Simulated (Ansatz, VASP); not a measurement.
**Two plane-wave programs on WSe2**

```
CELL_PARAMETERS angstrom
0.00000 3.09248 3.09248
3.09248 0.00000 3.09248
3.09248 3.09248 0.00000
ATOMIC_POSITIONS crystal
W 0.00000 0.00000 0.00000
Se 0.25000 0.25000 0.25000
Se 0.75000 0.75000 0.75000
```

Alike in both runs: task single point; functional r2SCAN; k mesh 8 × 8 × 8; occupations fermi-dirac, width 0.02 eV; no spin polarisation.

```csv
,VASP,Ansatz
version,VASP 6.6.1,Ansatz 0.2.0
potentials or method,"VASP PAW PBE potentials, release 64 (W_sv, Se)","plane waves, PAW"
plane-wave cutoff (eV),520,500
valence electrons in the cell,26,46
```

```tsv
	VASP	Ansatz	Ansatz less VASP
pressure (GPa)	-0.7	-0.9	-0.19
```

VASP's potentials were made for PBE, not for r2SCAN. VASP's potentials hold 26 valence electrons a cell and Ansatz's 46, so a difference there can come from the potentials and not from the codes.

Spin-orbit coupling is off throughout.
